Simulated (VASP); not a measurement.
# Sb (R-3m) in VASP: phonons with PBE+D3(BJ)

Aim: the phonons of Sb with PBE+D3(BJ).

All numbers are computed with VASP 6.6.1; they aren't measurements. Logs are shortened: lines on timing, memory, paths and dates and some standing lists are left out, and cuts for length are marked.

## 1. The cell of the first run

The structure is trigonal, space group R-3m (No. 166). Conventional cell: a = 4.231 Å, b = 4.231 Å, c = 10.402 Å, α = 90.00°, β = 90.00°, γ = 120.00°. Within 3.9 Å of Sb (site symmetry 3m) lie 6 Sb at 2.95 to 3.04 Å.

## 2. Phonons, PBE+D3(BJ)

Contents of INCAR:

```
PREC = Accurate ; ENCUT = 520
EDIFF = 1E-8 ; ISMEAR = -1
SIGMA = 0.15 ; LREAL = False
LASPH = True ; NELM = 100
ALGO = Normal ; ISIF = 2
LWAVE = False ; LCHARG = False
GGA = PE ; IVDW = 12
IBRION = 6 ; NFREE = 2
POTIM = 0.015 ; NSW = 1
```

Contents of KPOINTS:

```
regular mesh
0
Gamma
  12 12 12
```

Contents of POSCAR:

```
Sb
1.0
    2.1154077441      1.2213312305      3.4671991940
   -2.1154077441      1.2213312305      3.4671991940
    0.0000000000     -2.4426624610      3.4671991940
Sb
2
Direct
    0.2464946055      0.2464946055      0.2464946055
    0.7535053945      0.7535053945      0.7535053945
```

Potentials or basis: VASP PAW PBE potentials, release 64 (Sb).

Run with:

```
cat potpaw_PBE.64/Sb/POTCAR > POTCAR
mpirun -np 1 vasp_std > vasp.out
```

OUTCAR:

```text
PREC = Accurate
   ENCUT = 520
   EDIFF = 1E-8
   ISMEAR = -1
   LREAL = False
   LASPH = True
   NELM = 100
   ISIF = 2
   GGA = PE
   IVDW = 12
   IBRION = 6
   NFREE = 2
   POTIM = 0.015
   NSW = 1
 IVDW          = 12

 ion  position               nearest neighbor table
   1  0.246  0.246  0.246-   2 2.95   2 2.95   2 2.95   2 3.04   2 3.04   2 3.04
   2  0.754  0.754  0.754-   1 2.95   1 2.95   1 2.95   1 3.04   1 3.04   1 3.04

  LATTYP: Found a trigonal (rhomboedric) cell.
 ALAT       =     4.2412345077
 COS(alpha) =     0.5024535832

  Lattice vectors:

 A1 = (   2.1154077441,   1.2213312305,   3.4671991940)
 A2 = (  -2.1154077441,   1.2213312305,   3.4671991940)
 A3 = (   0.0000000000,  -2.4426624610,   3.4671991940)

Analysis of symmetry for initial positions (statically):
=====================================================================
 Subroutine PRICEL returns:
 Original cell was already a primitive cell.

 Routine SETGRP: Setting up the symmetry group for a
 trigonal (rhombohedral) supercell.

 Subroutine GETGRP returns: Found 12 space group operations
 (whereof 12 operations were pure point group operations)
 out of a pool of 12 trial point group operations.

The static configuration has the point symmetry D_3d.

Analysis of symmetry for dynamics (positions and initial velocities):
=====================================================================
 Subroutine PRICEL returns:
 Original cell was already a primitive cell.

 Routine SETGRP: Setting up the symmetry group for a
 trigonal (rhombohedral) supercell.

 Subroutine GETGRP returns: Found 12 space group operations
 (whereof 12 operations were pure point group operations)
 out of a pool of 12 trial point group operations.

The dynamic configuration has the point symmetry D_3d.

 Subroutine INISYM returns: Found 12 space group operations
 (whereof 12 operations are pure point group operations),
 and found     1 'primitive' translations

----------------------------------------------------------------------------------------

                                     Primitive cell

  volume of cell :      53.7474

  direct lattice vectors                    reciprocal lattice vectors
     2.115407744  1.221331230  3.467199194     0.236361052  0.136463117  0.096139078
    -2.115407744  1.221331230  3.467199194    -0.236361052  0.136463117  0.096139078
     0.000000000 -2.442662461  3.467199194     0.000000000 -0.272926234  0.096139078

  length of vectors
     4.241234508  4.241234508  4.241234508     0.289363874  0.289363874  0.289363874

  position of ions in fractional coordinates (direct lattice)
     0.246494605  0.246494605  0.246494605
     0.753505395  0.753505395  0.753505395

  ion indices of the primitive-cell ions
   primitive index   ion index
                 1           1
                 2           2

----------------------------------------------------------------------------------------

 KPOINTS: regular mesh

Automatic generation of k-mesh.
 Grid dimensions read from file:
 generate k-points for:   12   12   12

 Generating k-lattice:

  Cartesian coordinates                     Fractional coordinates (reciprocal lattice)
     0.019696754  0.011371926  0.008011590     0.083333333 -0.000000000  0.000000000
    -0.019696754  0.011371926  0.008011590    -0.000000000  0.083333333  0.000000000
     0.000000000 -0.022743853  0.008011590     0.000000000  0.000000000  0.083333333

  Length of vectors
     0.024113656  0.024113656  0.024113656

  Shift w.r.t. Gamma in fractional coordinates (k-lattice)
[... 41 lines left out ...]
   NGXF,Y,Z  is equivalent  to a cutoff of  25.09, 25.09, 25.09 a.u.
 SYSTEM =  unknown system
   PREC   = accura    normal or accurate (medium, high low for compatibility)
   ISTART =      0    job   : 0-new  1-cont  2-samecut
   ICHARG =      2    charge: 1-file 2-atom 10-const
   ISPIN  =      1    spin polarized calculation?
   LNONCOLLINEAR =      F non collinear calculations
   LSORBIT =      F    spin-orbit coupling
   LASPH  =      T    aspherical Exc in radial PAW
   ENCUT  =  520.0 eV  38.22 Ry    6.18 a.u.   7.89  7.89  7.89*2*pi/ulx,y,z
   NELM   =    100;   NELMIN=  2; NELMDL= -5     # of ELM steps
   EDIFF  = 0.1E-07   stopping-criterion for ELM
   LREAL  =      F    real-space projection
   EDIFFG = 0.1E-06   stopping-criterion for IOM
   NSW    =     61    number of steps for IOM
   IBRION =      6    ionic relax: 0-MD 1-quasi-New 2-CG
   NFREE  =      2    steps in history (QN), initial steepest desc. (CG)
   ISIF   =      2    stress and relaxation
   ISYM   =      2    0-nonsym 1-usesym 2-fastsym
   POTIM  = 0.0150    time-step for ionic-motion
   TEBEG  =    0.0;   TEEND  =   0.0 temperature during run
   PSTRESS=    0.0 pullay stress
   NELECT =      10.0000    total number of electrons
   NUPDOWN=      -1.0000    fix difference up-down
   EMIN   =  10.00;   EMAX   =-10.00  energy-range for DOS
   EFERMI =   0.00;   METHOD = LEGACY
   ISMEAR =    -1;   SIGMA  =   0.15  broadening in eV -4-tet -1-fermi 0-gaus
   EFERMI_NEDOS =   21; number of points for ismear=-14 and -15
   IALGO  =     38    algorithm
   IMIX   =      4    mixing-type and parameters
     AMIX     =   0.40;   BMIX     =  1.00
     AMIX_MAG =   1.60;   BMIX_MAG =  1.00
  volume/ion in A,a.u.               =      26.87       181.35
  Fermi-wavevector in a.u.,A,eV,Ry     =   0.934593  1.766124 11.884188  0.873463
  Thomas-Fermi vector in A             =   2.061413
   LORBIT       =      0    0 simple, 1 ext, 2 COOP (PROOUT), +10 PAW based schemes
   GGA     = PE    functional components
   LHFCALC =     F    Hartree Fock is set to
   AEXX    =    0.0000 exact exchange contribution
   IVDW    =    12    specifies the selected vdW correction
   LEPSILON=     F    determine dielectric tensor
   LRPA    =     F    only Hartree local field effects (RPA)
 finite differences with symmetry
 non-spin polarized calculation
  energy-cutoff  :      520.00
  volume of cell :       53.75
 maximum number of plane-waves:      1462
   NGX = 15   NGY = 15   NGZ = 15

--------------------------------------- Ionic step        1  -------------------------------------------

 number of electron      10.0000000 magnetization

 Free energy of the ion-electron system (eV)
  ---------------------------------------------------
  ext. energy  EPLUGINS =         0.00000000
  ---------------------------------------------------
  free energy    TOTEN  =        -8.07636639 eV

  energy without entropy =       -8.00990584  energy(sigma->0) =       -8.04313611

------------------------ aborting loop because EDIFF is reached ----------------------------------------

 Edisp (eV)   -1.06532

 E8    (eV) :    -0.4966
[... 151 lines left out ...]
--------------------------------------- Ionic step        5  -------------------------------------------

 number of electron      10.0000000 magnetization

 Free energy of the ion-electron system (eV)
  ---------------------------------------------------
  ext. energy  EPLUGINS =         0.00000000
  ---------------------------------------------------
  free energy    TOTEN  =        -8.07607100 eV

  energy without entropy =       -8.01092297  energy(sigma->0) =       -8.04349698

 E-fermi :   8.5494     XC(G=0): -10.0739

 val. band max:        8.5395264858   @ k =  -0.0833   0.5000   0.0833
 cond. band min:       8.5569768047   @ k =   0.2500   0.1667   0.0833
 fundamental gap:      0.0174503189
 Fermi energy:         8.5493501453

 k-point     1 :       0.0000    0.0000    0.0000
  band No.  band energies     occupation
      1      -4.7304      2.00000
      2       4.6643      2.00000
      3       6.6758      1.99999
      4       6.6920      1.99999
      5       6.6920      1.99999
      6      11.9418      0.00000
      7      12.0200      0.00000
      8      12.0200      0.00000
      9      13.2388      0.00000
[... 265 lines left out ...]
 k-point    24 :      -0.4167    0.1667   -0.0000
  band No.  band energies     occupation
      1      -1.8261      2.00000
      2      -1.2405      2.00000
      3       4.7794      2.00000
      4       6.4213      2.00000
      5       7.0538      1.99991
      6       9.5636      0.00231
      7      10.4352      0.00001
      8      12.1783      0.00000
      9      15.5049      0.00000

 [... further k-points ...]

------------------------ aborting loop because EDIFF is reached ----------------------------------------

 Edisp (eV)   -1.06533

 E8    (eV) :    -0.4966
[... 25 lines left out ...]
  FREE ENERGIE OF THE ION-ELECTRON SYSTEM (eV)
  ---------------------------------------------------
  free  energy   TOTEN  =        -9.1414042484 eV

  energy  without entropy=       -9.0762562221  energy(sigma->0) =       -9.10883024

 INTERNAL STRAIN TENSORS FROM DISPLACED ATOMS
 ============================================

 INTERNAL STRAIN TENSOR FOR ION    1 for displacements in x,y,z  (eV/Angst):
          X           Y           Z          XY          YZ          ZX
  --------------------------------------------------------------------------------
  x     0.00000     0.00000     0.00000     0.38694     0.00000    -0.84720
  y     0.38694    -0.38694     0.00000     0.00000    -0.84720     0.00000
  z    -1.52528    -1.52528    -2.10356     0.00000     0.00000     0.00000

 INTERNAL STRAIN TENSOR FOR ION    2 for displacements in x,y,z  (eV/Angst):
          X           Y           Z          XY          YZ          ZX
  --------------------------------------------------------------------------------
  x     0.00000     0.00000     0.00000    -0.38694     0.00000     0.84720
  y    -0.38694     0.38694    -0.00000     0.00000     0.84720     0.00000
  z     1.52528     1.52528     2.10356     0.00000     0.00000     0.00000

 Eigenvectors and eigenvalues of the dynamical matrix
 ----------------------------------------------------

   1 f  =    1.430480 THz     8.987969 2PiTHz   47.715669 cm-1     5.915986 meV
             X         Y         Z           dx          dy          dz
      0.000000  0.000000  2.563938     0.000000    0.000000   -0.707107
      0.000000  0.000000  7.837660    -0.000000   -0.000000    0.707107
[... 11 lines left out ...]
   4 f  =    0.000000 THz     0.000000 2PiTHz    0.000000 cm-1     0.000000 meV
             X         Y         Z           dx          dy          dz
      0.000000  0.000000  2.563938    -0.425035    0.228069    0.517040
      0.000000  0.000000  7.837660    -0.425035    0.228069    0.517040

   5 f/i=    0.000000 THz     0.000000 2PiTHz    0.000000 cm-1     0.000000 meV
             X         Y         Z           dx          dy          dz
      0.000000  0.000000  2.563938    -0.504924    0.137255   -0.475619
      0.000000  0.000000  7.837660    -0.504924    0.137255   -0.475619

   6 f/i=    0.000000 THz     0.000000 2PiTHz    0.000001 cm-1     0.000000 meV
             X         Y         Z           dx          dy          dz
      0.000000  0.000000  2.563938     0.253767    0.655092   -0.080355
      0.000000  0.000000  7.837660     0.253767    0.655092   -0.080355

 ELASTIC MODULI CONTR FROM IONIC RELAXATION (kBar)
 Direction    XX          YY          ZZ          XY          YZ          ZX
 --------------------------------------------------------------------------------
 XX        -148.3997   -123.7351   -187.6539      0.0000     27.0015     -0.0000
 YY        -123.7351   -148.3997   -187.6539      0.0000    -27.0015     -0.0000
 ZZ        -187.6539   -187.6539   -258.7981      0.0000      0.0000     -0.0000
 XY           0.0000      0.0000      0.0000    -12.3323      0.0000     27.0015
 YZ          27.0015    -27.0015      0.0000      0.0000    -59.1195     -0.0000
 ZX          -0.0000     -0.0000     -0.0000     27.0015     -0.0000    -59.1194
 --------------------------------------------------------------------------------
```

Run time: 10 min. Hardware: 1 thread of Oxide Virtual Turin-like, shared host; peak memory 0.66 GiB.

Results:

- Highest phonon frequency at Γ: 48 cm⁻¹
- Dispersion energy per atom: -0.533 eV

Phonon frequencies in cm⁻¹ (negative: imaginary):
| q point | frequencies |
| --- | --- |
| (0.000, 0.000, 0.000) | 0 0 0 40 40 48 |

Caveat: the cell wasn't relaxed at this level first, which shifts response properties; spin-orbit coupling is left out, which moves the levels of the heavy elements.
